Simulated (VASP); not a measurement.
# Zr7CoO16 (P1) in VASP: single point with PBEsol+U

Aim: the single point of Zr7CoO16 with PBEsol+U.

Program: VASP 6.6.1. These are calculated values, not measurements. Logs are shortened: lines on timing, memory, paths and dates and some standing lists are left out, and cuts for length are marked.

### 1 The cell of the first run

The typed cell holds 24 atoms: a = 10.284 Å, b = 7.319 Å, c = 6.777 Å, α = 63.56°, β = 50.67°, γ = 45.37°.

### 2 Single point, PBEsol+U, collinear spin

Contents of INCAR:

```
ALGO = Normal
EDIFF = 1E-6
ENCUT = 600
GGA = PS
GGA_COMPAT = False
ISIF = 2
ISMEAR = 0
ISPIN = 2
KPAR = 4
LASPH = True
LCHARG = True
LDAU = True
LDAUJ = 0 0 0
LDAUL = 2 -1 -1
LDAUPRINT = 1
LDAUTYPE = 2
LDAUU = 4 0 0
LMAXMIX = 4
LORBIT = 11
LREAL = False
LVHAR = True
LWAVE = False
MAGMOM = 3.24 0 0.01 0 0 0 0 0 0.37 0.03 0.41 0.02 0.02 0.04 0.02 0.33 0.01 0.09 0.16 0.02 0.03 0.01 0.07 0.02
NBANDS = 116
NELM = 200
PREC = Accurate
SIGMA = 0.05
```

Contents of KPOINTS:

```
k-points
0
Gamma
  3 3 3
```

Contents of POSCAR:

```
Zr7CoO16
1.0
   10.2840800000      0.0000000000      0.0000000000
    5.1420400000      5.2086900000      0.0000000000
    4.2956000000      0.0000000000      5.2419900000
Co Zr O
1 7 16
Direct
    0.0068164376      0.0505627012      0.1629537776
    0.5080195274      0.0439870511      0.2154572255
    0.9416031450      0.5346591041      0.3022182261
    0.4414473278      0.5464290120      0.2874111426
    0.4819110574      0.9559208534      0.7967311292
    0.9906037955      0.9571940525      0.7775257486
    0.5594141896      0.4490768270      0.7108376147
    0.0499764110      0.4697677826      0.7109948808
    0.7152919879      0.3130576863      0.3393078573
    0.1914957621      0.3273959310      0.3550381709
    0.9877961765      0.8322675682      0.1395582150
    0.4868615714      0.8188802391      0.1473549954
    0.8042713333      0.6829990648      0.6484462056
    0.3121987160      0.6689005449      0.6408994340
    0.5122593061      0.1771503312      0.8573374890
    0.0350697823      0.1631749052      0.8376627924
    0.6049262672      0.7632881829      0.4785407772
    0.1039099876      0.7687304478      0.4730795062
    0.1204446759      0.2408937279      0.0418843908
    0.6355852917      0.2454464963      0.0323107969
    0.8775599230      0.2733954474      0.5550209038
    0.3836414874      0.2511993655      0.5325270808
    0.3761263756      0.7281754582      0.9744082893
    0.8727694648      0.7374472192      0.9824933504
```

Potentials or basis: VASP PAW PBE potentials, release 64 (Co, Zr_sv, O).

Launch:

```sh
cat potpaw_PBE.64/Co/POTCAR potpaw_PBE.64/Zr_sv/POTCAR potpaw_PBE.64/O/POTCAR > POTCAR
mpirun -np 4 vasp_std > vasp.out
```

OUTCAR:

```text
EDIFF = 1E-6
   ENCUT = 600
   GGA = PS
   ISIF = 2
   ISMEAR = 0
   ISPIN = 2
   LASPH = True
   LORBIT = 11
   LREAL = False
   NELM = 200
   PREC = Accurate

 ion  position               nearest neighbor table
   1  0.007  0.051  0.163-  11 1.82   9 1.88  16 1.88  19 2.01  23 2.36  18 2.36   6 3.10   8 3.29
                             5 3.45
   2  0.508  0.044  0.215-  10 2.04  12 2.07  20 2.11  17 2.12  15 2.16  22 2.29  24 2.33   5 3.37
                             7 3.41   8 3.44   4 3.44   3 3.48   6 3.52   5 3.56
   3  0.942  0.535  0.302-  10 2.06  21 2.11  13 2.14  17 2.15  19 2.20  11 2.20  24 2.24   8 3.34
                             7 3.41   5 3.42   2 3.48   6 3.55   8 3.58
   4  0.441  0.546  0.287-  12 2.04  14 2.12  18 2.15  20 2.16  23 2.18   9 2.22  22 2.27   5 3.37
                             6 3.37   7 3.40   8 3.44   2 3.44   7 3.54
   5  0.482  0.956  0.797-  13 2.06  15 2.09  23 2.12  12 2.15  22 2.16  17 2.23  19 2.30   4 3.37
                             2 3.37   3 3.42   1 3.45   7 3.45   8 3.47   2 3.56
   6  0.991  0.957  0.778-  14 2.07  21 2.08  16 2.10  24 2.14  18 2.18  11 2.19  20 2.28   1 3.10
                             8 3.37   4 3.37   7 3.39   2 3.52   3 3.55
   7  0.559  0.449  0.711-  15 2.04  14 2.09  21 2.10  23 2.12   9 2.18  20 2.28  17 2.31   6 3.39
                             4 3.40   3 3.41   2 3.41   5 3.45   4 3.54
   8  0.050  0.470  0.711-  13 2.06  16 2.10  24 2.12  22 2.13  10 2.16  18 2.26  19 2.32   1 3.29
                             3 3.34   6 3.37   2 3.44   4 3.44   5 3.47   3 3.58
   9  0.715  0.313  0.339-   1 1.88   7 2.18   4 2.22
  10  0.191  0.327  0.355-   2 2.04   3 2.06   8 2.16
  11  0.988  0.832  0.140-   1 1.82   6 2.19   3 2.20
  12  0.487  0.819  0.147-   4 2.04   2 2.07   5 2.15
  13  0.804  0.683  0.648-   8 2.06   5 2.06   3 2.14
  14  0.312  0.669  0.641-   6 2.07   7 2.09   4 2.12
  15  0.512  0.177  0.857-   7 2.04   5 2.09   2 2.16
  16  0.035  0.163  0.838-   1 1.88   8 2.10   6 2.10
  17  0.605  0.763  0.479-   2 2.12   3 2.15   5 2.23   7 2.31
  18  0.104  0.769  0.473-   4 2.15   6 2.18   8 2.26   1 2.36
  19  0.120  0.241  0.042-   1 2.01   3 2.20   5 2.30   8 2.32
  20  0.636  0.245  0.032-   2 2.11   4 2.16   6 2.28   7 2.28
  21  0.878  0.273  0.555-   6 2.08   7 2.10   3 2.11
  22  0.384  0.251  0.533-   8 2.13   5 2.16   4 2.27   2 2.29
  23  0.376  0.728  0.974-   7 2.12   5 2.12   4 2.18   1 2.36
  24  0.873  0.737  0.982-   8 2.12   6 2.14   3 2.24   2 2.33

  LATTYP: Found a base centered monoclinic cell.
 ALAT       =    10.2840800000
 B/A-ratio  =     1.0129617817
 C/A-ratio  =     0.6590005774
 COS(beta)  =    -0.6338297098

  Lattice vectors:

 A1 = (  -5.1420400000,   5.2086900000,   0.0000000000)
 A2 = (  -5.1420400000,  -5.2086900000,   0.0000000000)
 A3 = (   4.2956000000,   0.0000000000,   5.2419900000)

Analysis of symmetry for initial positions (statically):
=====================================================================
 Subroutine PRICEL returns:
 Original cell was already a primitive cell.

 Routine SETGRP: Setting up the symmetry group for a
 base centered monoclinic supercell.

 Subroutine GETGRP returns: Found  1 space group operations
 (whereof  1 operations were pure point group operations)
 out of a pool of  4 trial point group operations.

The static configuration has the point symmetry C_1 .

Analysis of symmetry for dynamics (positions and initial velocities):
=====================================================================
 Subroutine PRICEL returns:
 Original cell was already a primitive cell.

 Routine SETGRP: Setting up the symmetry group for a
 base centered monoclinic supercell.

 Subroutine GETGRP returns: Found  1 space group operations
 (whereof  1 operations were pure point group operations)
 out of a pool of  4 trial point group operations.

The dynamic configuration has the point symmetry C_1 .

Analysis of structural, dynamic, and magnetic symmetry:
=====================================================================
 Subroutine PRICEL returns:
 Original cell was already a primitive cell.

[... 175 lines left out ...]
 spin polarized calculation
 Gauss-broadening in eV      SIGMA  =   0.05
  energy-cutoff  :      600.00
  volume of cell :      280.80
 maximum number of plane-waves:      9386
 NGX is ok and might be reduce to    84
   NGX = 41   NGY = 29   NGZ = 27

atom =   1  type =  1  l = 2

 onsite density matrix

spin component  1

  1.0378 -0.0095 -0.0263  0.0008  0.0172
 -0.0095  1.0092 -0.0135 -0.0129 -0.0054
 -0.0263 -0.0135  1.0149  0.0148 -0.0067
  0.0008 -0.0129  0.0148  1.0010 -0.0007
  0.0172 -0.0054 -0.0067 -0.0007  0.9931

spin component  2

  0.4059 -0.0232 -0.0941  0.0096  0.0088
 -0.0232  0.3521 -0.0838 -0.0915 -0.0823
 -0.0941 -0.0838  0.4098  0.0629 -0.0113
  0.0096 -0.0915  0.0629  0.2854 -0.0677
  0.0088 -0.0823 -0.0113 -0.0677  0.4093

 occupancies and eigenvectors

  o =  0.1752  v =  0.0000  0.0000  0.0000  0.0000  0.0000 -0.0365 -0.5825 -0.0549 -0.6997 -0.4084      0.0000  0.0000  0.0000  0.0000  0.0000  0.0000  0.0000  0.0000  0.0000  0.0000
  o =  0.2565  v =  0.0000  0.0000  0.0000  0.0000  0.0000 -0.5038 -0.3607 -0.6736  0.4012 -0.0374      0.0000  0.0000  0.0000  0.0000  0.0000  0.0000  0.0000  0.0000  0.0000  0.0000
  o =  0.4178  v =  0.0000  0.0000  0.0000  0.0000  0.0000  0.6484 -0.2869 -0.0073  0.4973 -0.4998      0.0000  0.0000  0.0000  0.0000  0.0000  0.0000  0.0000  0.0000  0.0000  0.0000
  o =  0.4730  v =  0.0000  0.0000  0.0000  0.0000  0.0000  0.3916 -0.5061 -0.0866 -0.0374  0.7626      0.0000  0.0000  0.0000  0.0000  0.0000  0.0000  0.0000  0.0000  0.0000  0.0000
  o =  0.5401  v =  0.0000  0.0000  0.0000  0.0000  0.0000 -0.4135 -0.4384  0.7319  0.3173  0.0201      0.0000  0.0000  0.0000  0.0000  0.0000  0.0000  0.0000  0.0000  0.0000  0.0000
  o =  0.9844  v =  0.4734  0.2422  0.6552 -0.4331 -0.3166  0.0000  0.0000  0.0000  0.0000  0.0000      0.0000  0.0000  0.0000  0.0000  0.0000  0.0000  0.0000  0.0000  0.0000  0.0000
  o =  0.9868  v = -0.0315  0.4420  0.3268  0.1016  0.8285  0.0000  0.0000  0.0000  0.0000  0.0000      0.0000  0.0000  0.0000  0.0000  0.0000  0.0000  0.0000  0.0000  0.0000  0.0000
  o =  0.9918  v =  0.2111  0.5295 -0.0294  0.7410 -0.3537  0.0000  0.0000  0.0000  0.0000  0.0000      0.0000  0.0000  0.0000  0.0000  0.0000  0.0000  0.0000  0.0000  0.0000  0.0000
  o =  1.0323  v =  0.3083 -0.6823  0.4237  0.4875  0.1489  0.0000  0.0000  0.0000  0.0000  0.0000      0.0000  0.0000  0.0000  0.0000  0.0000  0.0000  0.0000  0.0000  0.0000  0.0000
  o =  1.0609  v = -0.7970  0.0027  0.5324  0.1236 -0.2569  0.0000  0.0000  0.0000  0.0000  0.0000      0.0000  0.0000  0.0000  0.0000  0.0000  0.0000  0.0000  0.0000  0.0000  0.0000

 number of electron     188.9999995 magnetization       4.9999003

 Free energy of the ion-electron system (eV)
  ---------------------------------------------------
  ext. energy  EPLUGINS =         0.00000000
  ---------------------------------------------------
  free energy    TOTEN  =      -226.61542655 eV

  energy without entropy =     -226.61542655  energy(sigma->0) =     -226.61542655

 E-fermi :   5.7117     XC(G=0): -11.5224

 val. band max:        5.4437494445   @ k =   0.0000   0.0000   0.0000
 cond. band min:       5.9660633054   @ k =  -0.3333   0.3333   0.3333
 fundamental gap:      0.5223138609
 Fermi energy:         5.7116750500

 spin component 1

 k-point     1 :       0.0000    0.0000    0.0000
  band No.  band energies     occupation
      1     -42.0960      1.00000
      2     -42.0609      1.00000
      3     -42.0232      1.00000
      4     -42.0015      1.00000
      5     -41.9702      1.00000
      6     -41.9118      1.00000
[... 1515 lines left out ...]
    105      10.3904      0.00000
    106      10.4876      0.00000
 Fermi energy:         5.7116750500

 spin component 2

 k-point     1 :       0.0000    0.0000    0.0000
  band No.  band energies     occupation
      1     -42.0891      1.00000
      2     -42.0554      1.00000
      3     -42.0213      1.00000
      4     -41.9989      1.00000
      5     -41.9692      1.00000
      6     -41.9090      1.00000
[... 1515 lines left out ...]
    105      10.4239      0.00000
    106      10.5301      0.00000
 [bands above 106 left out]

------------------------ aborting loop because EDIFF is reached ----------------------------------------

  FORCE on cell =-STRESS in cart. coord.  units (eV):
  Direction    XX          YY          ZZ          XY          YZ          ZX
  --------------------------------------------------------------------------------------
  -------------------------------------------------------------------------------------
  Total       -5.3467054     -7.3779379     -2.9287537      3.2292516      0.7162890      0.4945746
  in kB      -30.5075053    -42.0974153    -16.7110329     18.4256292      4.0870385      2.8219688
  external PRESSURE =     -29.7719845 kB  Pullay stress =       0.0000000 kB

 VOLUME and BASIS-vectors are now :
 -----------------------------------------------------------------------------
  energy-cutoff  :      600.00
  volume of cell :      280.80
      direct lattice vectors                 reciprocal lattice vectors
    10.284080000  0.000000000  0.000000000     0.097237672 -0.095993426 -0.079682362
     5.142040000  5.208690000  0.000000000     0.000000000  0.191986853  0.000000000
     4.295600000  0.000000000  5.241990000     0.000000000  0.000000000  0.190767247

 POSITION                                       TOTAL-FORCE (eV/Angst)
 -----------------------------------------------------------------------------------
      1.03008      0.26337      0.85420        -0.400196      0.283031      0.483271
      6.37621      0.22911      1.12942        -0.042991     -0.005589      0.027488
     13.73097      2.78487      1.58422        -0.098229     -0.147755     -0.390149
      8.58424      2.84618      1.50661        -0.143858      0.121485      0.092248
     13.29383      4.97910      4.17646        -0.062526      0.211576      0.052202
     18.44932      4.98573      4.07578        -0.026066     -0.107260     -0.147316
[... 16 lines left out ...]
     11.79809      3.79284      5.10784        -0.076071     -0.023912      0.016401
     16.98801      3.84113      5.15022        -0.081937      0.072621      0.006536
 -----------------------------------------------------------------------------------
    total drift:                               -0.000701     -0.000216      0.000058

  FREE ENERGIE OF THE ION-ELECTRON SYSTEM (eV)
  ---------------------------------------------------
  free  energy   TOTEN  =      -226.6154265505 eV

  energy  without entropy=     -226.6154265505  energy(sigma->0) =     -226.61542655

 total charge

# of ion       s       p       d       tot
------------------------------------------
    1        0.407   0.570   6.889   7.865
    2        2.187   6.061   1.428   9.676
    3        2.183   6.057   1.392   9.632
    4        2.182   6.056   1.405   9.643
    5        2.184   6.059   1.406   9.649
    6        2.185   6.061   1.440   9.686
[... 16 lines left out ...]
   23        1.558   3.487   0.000   5.044
   24        1.553   3.511   0.000   5.064
--------------------------------------------------
tot         40.619  98.783  16.796 156.197

 magnetization (x)

# of ion       s       p       d       tot
------------------------------------------
    1        0.006   0.036   3.191   3.232
    2        0.000   0.000   0.000   0.001
    3        0.001   0.003   0.010   0.015
    4        0.000   0.002   0.004   0.005
    5       -0.000   0.001   0.000   0.001
    6        0.001   0.002  -0.002   0.002
[... 16 lines left out ...]
   23        0.003   0.056   0.000   0.059
   24        0.000   0.018   0.000   0.019
--------------------------------------------------
tot          0.055   1.450   3.208   4.714
```

It took 23 min on 4 MPI ranks of Intel Xeon Platinum 8259CL at 2.50GHz (Skylake/Cascade Lake), shared host; peak memory 1.3 GiB.

What came out:

```yaml
Free_energy: -226.6154 eV
Pressure: -3.0 GPa
Largest_force: 0.688 eV/Å
Band_gap_on_the_k_mesh: 0.52 eV (least direct gap 0.57 eV)
Net_moment: 5.00 μB per cell
Site_moments: Co +3.23; Zr +0.00, +0.01 (each value once); O +0.33, +0.03, +0.36, +0.01, +0.02, +0.30, +0.08, +0.14, +0.06 (each value once) μB
Valence_electrons_inside_the_program's_atomic_spheres: Co 7.87; Zr 9.68, 9.63, 9.64, 9.65, 9.69, 9.67 (each value once); O 4.97, 5.08, 4.99, 5.07, 5.06, 5.03, 5.00, 5.01, 5.04 (each value once)
```

Forces on the atoms (eV/Å):
```
Co  -0.400  0.283  0.483
Zr  -0.043 -0.006  0.027
Zr  -0.098 -0.148 -0.390
Zr  -0.144  0.121  0.092
Zr  -0.063  0.212  0.052
Zr  -0.026 -0.107 -0.147
Zr  -0.003  0.081  0.108
Zr   0.129 -0.082  0.064
O    0.148 -0.285 -0.199
O    0.037  0.046 -0.071
O    0.106 -0.197  0.223
O    0.009 -0.052  0.023
O    0.013  0.001  0.004
O    0.081 -0.004  0.005
O    0.079  0.017 -0.054
O   -0.121  0.085 -0.145
O   -0.033 -0.006  0.044
O    0.086  0.011  0.035
O    0.379  0.151 -0.126
O    0.106 -0.028  0.004
O   -0.125 -0.097  0.001
O    0.040 -0.045 -0.059
O   -0.076 -0.024  0.016
O   -0.082  0.073  0.007
```

Levels at points of the mesh, in eV from the valence-band top:
Spin up:
```
           k point  band 95  band 96  band 97  band 98  band 99  band 100
(0.00, 0.00, 0.00)    -0.45    -0.23    -0.21     3.92     4.07      4.22
```
Spin down:
```tsv
k point	band 88	band 89	band 90	band 91	band 92	band 93	band 94	band 95	band 96	band 97
(0.00, 0.00, 0.00)	-0.70	-0.60	-0.45	-0.23	0.00	0.57	0.81	1.09	1.29	1.96
```

Eigenvalues of the final occupation matrices:
```tsv
site	spin	trace	eigenvalues
site 1 d	1	5.06	0.98 0.99 0.99 1.03 1.06
site 1 d	2	1.86	0.18 0.26 0.42 0.47 0.54
```

Caveat: the PAW data sets were made with another functional, which shifts forces and pressure a little; a cell with one magnetic atom can't hold antiferromagnetic order, which such compounds often take.
